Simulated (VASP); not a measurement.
# Fe (Fd-3m) in VASP: further runs

The runs below take Fe through single point, with revPBE.

Program: VASP 6.6.1. These are calculated values, not measurements. Logs are shortened: lines on timing, memory, paths and dates and some standing lists are left out, and cuts for length are marked.

## 1. The cell of the first run

The structure is cubic, space group Fd-3m (No. 227). The conventional cell has a = 4.905 Å, b = 4.905 Å, c = 4.905 Å, α = 90.00°, β = 90.00°, γ = 90.00°. Within 2.8 Å of Fe (site symmetry -43m) lie 4 Fe at 2.12 Å.

This isn't the form of Fe at room conditions, which is bcc.

## 2. Single point, revPBE (14.75 Å³/atom)

File INCAR:

```
ALGO = Normal
EDIFF = 1E-6
ENCUT = 690
GGA = RE
GGA_COMPAT = False
ISIF = 2
ISMEAR = -1
LASPH = True
LCHARG = False
LREAL = False
LWAVE = False
NBANDS = 23
NELM = 120
PREC = Accurate
SIGMA = 0.1
```

File KPOINTS:

```
k-points
0
Gamma
  13 13 13
```

File POSCAR:

```
Fe
1.0
    0.0000000000      2.4526971635      2.4526971635
    2.4526971635      0.0000000000      2.4526971635
    2.4526971635      2.4526971635      0.0000000000
Fe
2
Direct
    0.1250000000      0.1250000000      0.1250000000
    0.8750000000      0.8750000000      0.8750000000
```

Potentials or basis: VASP PAW PBE potentials, release 64 (Fe_sv).

The run is started by

```sh
$ cat potpaw_PBE.64/Fe_sv/POTCAR > POTCAR
$ mpirun -np 1 vasp_std > vasp.out
```

OUTCAR:

```text
EDIFF = 1E-6
   ENCUT = 690
   GGA = RE
   ISIF = 2
   ISMEAR = -1
   LASPH = True
   LREAL = False
   NELM = 120
   PREC = Accurate

 ion  position               nearest neighbor table
   1  0.125  0.125  0.125-   2 2.12   2 2.12   2 2.12   2 2.12
   2  0.875  0.875  0.875-   1 2.12   1 2.12   1 2.12   1 2.12

  LATTYP: Found a face centered cubic cell.
 ALAT       =     4.9053943270

  Lattice vectors:

 A1 = (   0.0000000000,   2.4526971635,   2.4526971635)
 A2 = (   2.4526971635,   0.0000000000,   2.4526971635)
 A3 = (   2.4526971635,   2.4526971635,   0.0000000000)

Analysis of symmetry for initial positions (statically):
=====================================================================
 Subroutine PRICEL returns:
 Original cell was already a primitive cell.

 Routine SETGRP: Setting up the symmetry group for a
 face centered cubic supercell.

 Subroutine GETGRP returns: Found 48 space group operations
 (whereof 12 operations were pure point group operations)
 out of a pool of 48 trial point group operations.

The static configuration has the point symmetry D_3d.
 The point group associated with its full space group is O_h .

Analysis of symmetry for dynamics (positions and initial velocities):
=====================================================================
 Subroutine PRICEL returns:
 Original cell was already a primitive cell.

 Routine SETGRP: Setting up the symmetry group for a
 face centered cubic supercell.

 Subroutine GETGRP returns: Found 48 space group operations
 (whereof 12 operations were pure point group operations)
 out of a pool of 48 trial point group operations.

The dynamic configuration has the point symmetry D_3d.
 The point group associated with its full space group is O_h .

 Subroutine INISYM returns: Found 48 space group operations
 (whereof 12 operations are pure point group operations),
 and found     1 'primitive' translations

----------------------------------------------------------------------------------------

                                     Primitive cell

  volume of cell :      29.5095

  direct lattice vectors                    reciprocal lattice vectors
     0.000000000  2.452697163  2.452697163    -0.203857210  0.203857210  0.203857210
     2.452697163  0.000000000  2.452697163     0.203857210 -0.203857210  0.203857210
     2.452697163  2.452697163  0.000000000     0.203857210  0.203857210 -0.203857210

  length of vectors
     3.468637593  3.468637593  3.468637593     0.353091045  0.353091045  0.353091045

  position of ions in fractional coordinates (direct lattice)
     0.125000000  0.125000000  0.125000000
     0.875000000  0.875000000  0.875000000

  ion indices of the primitive-cell ions
   primitive index   ion index
                 1           1
                 2           2

----------------------------------------------------------------------------------------

 KPOINTS: k-points

Automatic generation of k-mesh.
 Grid dimensions read from file:
 generate k-points for:   13   13   13

 Generating k-lattice:

  Cartesian coordinates                     Fractional coordinates (reciprocal lattice)
    -0.015681324  0.015681324  0.015681324     0.076923077  0.000000000  0.000000000
     0.015681324 -0.015681324  0.015681324     0.000000000  0.076923077  0.000000000
     0.015681324  0.015681324 -0.015681324     0.000000000  0.000000000  0.076923077

  Length of vectors
     0.027160850  0.027160850  0.027160850

  Shift w.r.t. Gamma in fractional coordinates (k-lattice)
     0.000000000  0.000000000  0.000000000

 Subroutine IBZKPT returns following result:
 ===========================================

 Found     84 irreducible k-points:

 Following reciprocal coordinates:
            Coordinates               Weight
  0.000000  0.000000  0.000000      1.000000
  0.076923  0.000000  0.000000      8.000000
  0.153846  0.000000  0.000000      8.000000
  0.230769  0.000000  0.000000      8.000000
  0.307692  0.000000  0.000000      8.000000
  0.384615  0.000000  0.000000      8.000000
[... 16 lines left out ...]
  0.384615  0.153846  0.000000     24.000000
  0.461538  0.153846  0.000000     24.000000
 [... further k-points ...]
   k-points           NKPTS =     84   k-points in BZ     NKDIM =     84   number of bands    NBANDS=     23
   number of dos      NEDOS =    301   number of ions     NIONS =      2
   total plane-waves  NPLWV =  27000
   dimension x,y,z NGX =    30 NGY =   30 NGZ =   30
   dimension x,y,z NGXF=    60 NGYF=   60 NGZF=   60
   ions per type =               2
   NGX,Y,Z   is equivalent  to a cutoff of  14.38, 14.38, 14.38 a.u.
   NGXF,Y,Z  is equivalent  to a cutoff of  28.76, 28.76, 28.76 a.u.
 SYSTEM =  unknown system
   PREC   = accura    normal or accurate (medium, high low for compatibility)
   ISTART =      0    job   : 0-new  1-cont  2-samecut
   ICHARG =      2    charge: 1-file 2-atom 10-const
   ISPIN  =      1    spin polarized calculation?
   LNONCOLLINEAR =      F non collinear calculations
   LSORBIT =      F    spin-orbit coupling
   LASPH  =      T    aspherical Exc in radial PAW
   ENCUT  =  690.0 eV  50.71 Ry    7.12 a.u.   7.43  7.43  7.43*2*pi/ulx,y,z
   NELM   =    120;   NELMIN=  2; NELMDL= -5     # of ELM steps
   EDIFF  = 0.1E-05   stopping-criterion for ELM
   LREAL  =      F    real-space projection
   EDIFFG = 0.1E-04   stopping-criterion for IOM
   NSW    =      0    number of steps for IOM
   IBRION =     -1    ionic relax: 0-MD 1-quasi-New 2-CG
   NFREE  =      0    steps in history (QN), initial steepest desc. (CG)
   ISIF   =      2    stress and relaxation
   ISYM   =      2    0-nonsym 1-usesym 2-fastsym
   POTIM  = 0.5000    time-step for ionic-motion
   TEBEG  =    0.0;   TEEND  =   0.0 temperature during run
   PSTRESS=    0.0 pullay stress
   NELECT =      32.0000    total number of electrons
   NUPDOWN=      -1.0000    fix difference up-down
   EMIN   =  10.00;   EMAX   =-10.00  energy-range for DOS
   EFERMI =   0.00;   METHOD = LEGACY
   ISMEAR =    -1;   SIGMA  =   0.10  broadening in eV -4-tet -1-fermi 0-gaus
   EFERMI_NEDOS =   21; number of points for ismear=-14 and -15
   IALGO  =     38    algorithm
   IMIX   =      4    mixing-type and parameters
     AMIX     =   0.40;   BMIX     =  1.00
     AMIX_MAG =   1.60;   BMIX_MAG =  1.00
  volume/ion in A,a.u.               =      14.75        99.57
  Fermi-wavevector in a.u.,A,eV,Ry     =   1.681916  3.178360 38.488711  2.828840
  Thomas-Fermi vector in A             =   2.765388
   LORBIT       =      0    0 simple, 1 ext, 2 COOP (PROOUT), +10 PAW based schemes
   GGA     = RE    functional components
   LHFCALC =     F    Hartree Fock is set to
   AEXX    =    0.0000 exact exchange contribution
   IVDW    =     0    specifies the selected vdW correction
   LEPSILON=     F    determine dielectric tensor
   LRPA    =     F    only Hartree local field effects (RPA)
 non-spin polarized calculation
  energy-cutoff  :      690.00
  volume of cell :       29.51
 maximum number of plane-waves:      1243
 NGX is ok and might be reduce to    30
   NGX = 15   NGY = 15   NGZ = 15

 number of electron      32.0000024 magnetization

 Free energy of the ion-electron system (eV)
  ---------------------------------------------------
  ext. energy  EPLUGINS =         0.00000000
  ---------------------------------------------------
  free energy    TOTEN  =       -13.35738804 eV

  energy without entropy =      -13.27140749  energy(sigma->0) =      -13.31439776

 E-fermi :   8.3780     XC(G=0): -11.7707

 val. band max:        8.3609375260   @ k =   0.3846   0.0000   0.0000
 cond. band min:       8.3895604970   @ k =   0.2308   0.2308   0.0000
 fundamental gap:      0.0286229710
 Fermi energy:         8.3779664824

 k-point     1 :       0.0000    0.0000    0.0000
  band No.  band energies     occupation
      1     -78.8158      2.00000
      2     -78.4488      2.00000
      3     -44.9539      2.00000
      4     -44.9539      2.00000
      5     -44.9539      2.00000
      6     -44.3931      2.00000
[... 15 lines left out ...]
     22      22.4225      0.00000
     23      22.6414      0.00000

 k-point     2 :       0.0769    0.0000    0.0000
  band No.  band energies     occupation
      1     -78.8118      2.00000
      2     -78.4528      2.00000
      3     -44.9579      2.00000
      4     -44.9579      2.00000
      5     -44.9532      2.00000
      6     -44.3943      2.00000
[... 15 lines left out ...]
     22      21.5760      0.00000
     23      23.0783      0.00000

 k-point     3 :       0.1538    0.0000    0.0000
  band No.  band energies     occupation
      1     -78.8004      2.00000
      2     -78.4644      2.00000
      3     -44.9684      2.00000
      4     -44.9684      2.00000
      5     -44.9513      2.00000
      6     -44.3975      2.00000
[... 15 lines left out ...]
     22      20.7656      0.00000
     23      22.4701      0.00000

 k-point     4 :       0.2308    0.0000    0.0000
  band No.  band energies     occupation
      1     -78.7827      2.00000
      2     -78.4824      2.00000
      3     -44.9828      2.00000
      4     -44.9828      2.00000
      5     -44.9495      2.00000
      6     -44.4019      2.00000
[... 15 lines left out ...]
     22      20.0773      0.00000
     23      21.8627      0.00000

 k-point     5 :       0.3077    0.0000    0.0000
  band No.  band energies     occupation
      1     -78.7614      2.00000
      2     -78.5040      2.00000
      3     -44.9975      2.00000
      4     -44.9975      2.00000
      5     -44.9473      2.00000
      6     -44.4064      2.00000
[... 434 lines left out ...]
 k-point    22 :       0.3077    0.1538    0.0000
  band No.  band energies     occupation
      1     -78.7623      2.00000
      2     -78.5031      2.00000
      3     -45.0179      2.00000
      4     -45.0144      2.00000
      5     -44.8953      2.00000
      6     -44.4564      2.00000
[... 15 lines left out ...]
     22      18.9209      0.00000
     23      20.2808      0.00000

 k-point    23 :       0.3846    0.1538    0.0000
  band No.  band energies     occupation
      1     -78.7405      2.00000
      2     -78.5251      2.00000
      3     -45.0356      2.00000
      4     -45.0252      2.00000
      5     -44.8839      2.00000
      6     -44.4685      2.00000
[... 15 lines left out ...]
     22      17.8562      0.00000
     23      20.1178      0.00000

 k-point    24 :       0.4615    0.1538    0.0000
  band No.  band energies     occupation
      1     -78.7209      2.00000
      2     -78.5450      2.00000
      3     -45.0501      2.00000
      4     -45.0306      2.00000
      5     -44.8764      2.00000
      6     -44.4766      2.00000
[... 15 lines left out ...]
     22      17.0963      0.00000
     23      20.0753      0.00000

 [... further k-points ...]
[... 5 lines left out ...]
  --------------------------------------------------------------------------------------
  -------------------------------------------------------------------------------------
  Total       -0.2262144     -0.2262144     -0.2262144      0.0000000      0.0000000      0.0000000
  in kB      -12.2819998    -12.2819998    -12.2819998      0.0000000      0.0000000      0.0000000
  external PRESSURE =     -12.2819998 kB  Pullay stress =       0.0000000 kB

 VOLUME and BASIS-vectors are now :
 -----------------------------------------------------------------------------
  energy-cutoff  :      690.00
  volume of cell :       29.51
      direct lattice vectors                 reciprocal lattice vectors
     0.000000000  2.452697163  2.452697163    -0.203857210  0.203857210  0.203857210
     2.452697163  0.000000000  2.452697163     0.203857210 -0.203857210  0.203857210
     2.452697163  2.452697163  0.000000000     0.203857210  0.203857210 -0.203857210

 POSITION                                       TOTAL-FORCE (eV/Angst)
 -----------------------------------------------------------------------------------
      0.61317      0.61317      0.61317         0.000000     -0.000000     -0.000000
      4.29222      4.29222      4.29222        -0.000000      0.000000      0.000000
 -----------------------------------------------------------------------------------
    total drift:                               -0.000000      0.000000      0.000000

  FREE ENERGIE OF THE ION-ELECTRON SYSTEM (eV)
  ---------------------------------------------------
  free  energy   TOTEN  =       -13.3573880414 eV

  energy  without entropy=      -13.2714074867  energy(sigma->0) =      -13.31439776
```

Run time: 43 s. Hardware: 1 thread of Intel Xeon 6975P-C (Granite Rapids), shared host; peak memory 0.2 GiB.

What came out:

* Free energy: -13.3574 eV
* Pressure: -1.2 GPa
* Band gap on the k mesh: zero (bands 16 and 17 overlap by 0.77 eV)

Caveat: the PAW data sets were made with another functional, which shifts forces and pressure a little; the run has no spin polarisation, though such a crystal can be magnetic.

## 3. Single point, revPBE (15.34 Å³/atom)

This run uses another cell than the first one, of 15.34 Å³/atom.

File INCAR:

```
PREC = Accurate
ENCUT = 690
EDIFF = 1E-6
ISMEAR = -1
SIGMA = 0.1
LREAL = F
LASPH = T
NELM = 120
ALGO = Normal
ISIF = 2
LWAVE = F
LCHARG = T
GGA = RE
LELF = T
LVHAR = T
NBANDS = 23
GGA_COMPAT = F
```

File KPOINTS:

```
Automatic mesh
0
Gamma
  13 13 13
```

File POSCAR:

```
Fe
1.0
    0.0000000000      2.4849731960      2.4849731960
    2.4849731960      0.0000000000      2.4849731960
    2.4849731960      2.4849731960      0.0000000000
Fe
2
Direct
    0.1250000000      0.1250000000      0.1250000000
    0.8750000000      0.8750000000      0.8750000000
```

Potentials or basis: VASP PAW PBE potentials, release 64 (Fe_sv).

The run is started by

```sh
$ cat potpaw_PBE.64/Fe_sv/POTCAR > POTCAR
$ mpirun -np 1 vasp_std > vasp.out
```

It took 33 s on 1 thread of Intel Xeon 6975P-C (Granite Rapids), shared host; peak memory 0.21 GiB.

Results (log left out):

```yaml
Free_energy: -13.3356 eV
Pressure: -6.4 GPa
Band_gap_on_the_k_mesh: zero (bands 16 and 17 overlap by 0.73 eV)
```

Levels at points of the mesh, in eV from the Fermi level:
| k point | band 13 | band 14 | band 15 | band 16 | band 17 | band 18 | band 19 | band 20 |
| --- | --- | --- | --- | --- | --- | --- | --- | --- |
| (0.00, 0.00, 0.00) | -2.30 | -2.30 | -0.37 | -0.37 | -0.37 | 1.13 | 1.13 | 13.63 |

Caveat: the cell stands under tension; the PAW data sets were made with another functional, which shifts forces and pressure a little; the run has no spin polarisation, though such a crystal can be magnetic. Spin polarisation is off, so any magnetic state and its effect on volume and gap are missing.

## 4. Single point, revPBE

File INCAR:

```
ALGO = Normal ; EDIFF = 1E-6
ENCUT = 690 ; GGA = RE
GGA_COMPAT = False ; ISIF = 2
ISMEAR = -1 ; LASPH = True
LCHARG = True ; LELF = True
LREAL = False ; LVHAR = True
LWAVE = False ; NBANDS = 23
NELM = 120 ; PREC = Accurate
SIGMA = 0.1
```

File KPOINTS:

```
k-points
0
Gamma
  11 11 11
```

File POSCAR:

```
Fe
1.0
    0.0000000000      2.4526971635      2.4526971635
    2.4526971635      0.0000000000      2.4526971635
    2.4526971635      2.4526971635      0.0000000000
Fe
2
Direct
    0.1250000000      0.1250000000      0.1250000000
    0.8750000000      0.8750000000      0.8750000000
```

The run is started by

```sh
$ cat potpaw_PBE.64/Fe_sv/POTCAR > POTCAR
$ mpirun -np 1 vasp_std > vasp.out
```

It took 39 s on 1 thread of AMD EPYC 7R13 (Zen 3), shared host; peak memory 0.16 GiB.

Results (log left out):

```
Free energy            : -13.3574 eV
Pressure               : -1.2 GPa
Band gap on the k mesh : zero (bands 16 and 17 overlap by 0.64 eV)
```

Levels at points of the mesh, in eV from the Fermi level:
```csv
k point,band 12,band 13,band 14,band 15,band 16,band 17,band 18,band 19,band 20,band 21
"(0.00, 0.00, 0.00)",-2.41,-2.41,-2.41,-0.38,-0.38,-0.38,1.20,1.20,14.02,14.02
```

Caveat: the PAW data sets were made with another functional, which shifts forces and pressure a little; the run has no spin polarisation, though such a crystal can be magnetic. Spin polarisation is off, so any magnetic state and its effect on volume and gap are missing.

## 5. Single point, revPBE (13.57 Å³/atom)

This run uses another cell than the first one, of 13.57 Å³/atom.

File INCAR:

```
SYSTEM = Fe
PREC = Accurate ; ENCUT = 690
EDIFF = 1E-6 ; ISMEAR = -1
SIGMA = 0.1 ; LREAL = .FALSE.
LASPH = .TRUE. ; NELM = 120
ALGO = Normal ; ISIF = 2
LWAVE = .FALSE. ; LCHARG = .FALSE.
GGA = RE ; NBANDS = 23
GGA_COMPAT = .FALSE.
```

File KPOINTS:

```
regular mesh
0
G
  13 13 13
  0 0 0
```

File POSCAR:

```
Fe
1.0
    0.0000000000      2.3854658553      2.3854658553
    2.3854658553      0.0000000000      2.3854658553
    2.3854658553      2.3854658553      0.0000000000
Fe
2
Direct
    0.1250000000      0.1250000000      0.1250000000
    0.8750000000      0.8750000000      0.8750000000
```

The run is started by

```sh
$ cat potpaw_PBE.64/Fe_sv/POTCAR > POTCAR
$ mpirun -np 1 vasp_std > vasp.out
```

It took 73 s on 1 thread of AMD EPYC 7R43 (Zen 3), shared host; peak memory 0.17 GiB.

It converged, with:

```yaml
Free_energy: -13.2618 eV
Pressure: 13.4 GPa
Band_gap_on_the_k_mesh: zero (bands 16 and 17 overlap by 0.85 eV)
```

Levels at points of the mesh, in eV from the Fermi level:
```csv
k point,band 12,band 13,band 14,band 15,band 16,band 17,band 18,band 19,band 20,band 21
"(0.00, 0.00, 0.00)",-2.64,-2.64,-2.64,-0.42,-0.42,-0.42,1.37,1.37,14.85,14.85
```

Caveat: the cell stands under pressure; the PAW data sets were made with another functional, which shifts forces and pressure a little; the run has no spin polarisation, though such a crystal can be magnetic. Spin polarisation is off, so any magnetic state and its effect on volume and gap are missing.

## 6. The runs side by side

```tsv
cell	k mesh	gap on the mesh (eV)	pressure (GPa)
a = 3.469 Å, angles 60.0°, 2 atoms	13 × 13 × 13	none	-1.2
a = 3.514 Å, angles 60.0°, 2 atoms	13 × 13 × 13	none	-6.4
a = 3.469 Å, angles 60.0°, 2 atoms	11 × 11 × 11	none	-1.2
a = 3.374 Å, angles 60.0°, 2 atoms	13 × 13 × 13	none	13.4
```

Alike in all rows: task single point; level revPBE; potentials or basis VASP PAW PBE potentials, release 64 (Fe_sv); no spin polarisation; cutoff (eV) 690; smearing fermi-dirac 0.1 eV.

Caveats: the PAW data sets were made with another functional, which shifts forces and pressure a little; the run has no spin polarisation, though such a crystal can be magnetic; the cell stands under tension (at least some runs); the cell stands under pressure (at least some runs).

Absolute energies hang on the potentials; compare differences alone.

The gap in the log of VASP goes by the Fermi energy; the results here count the filled bands.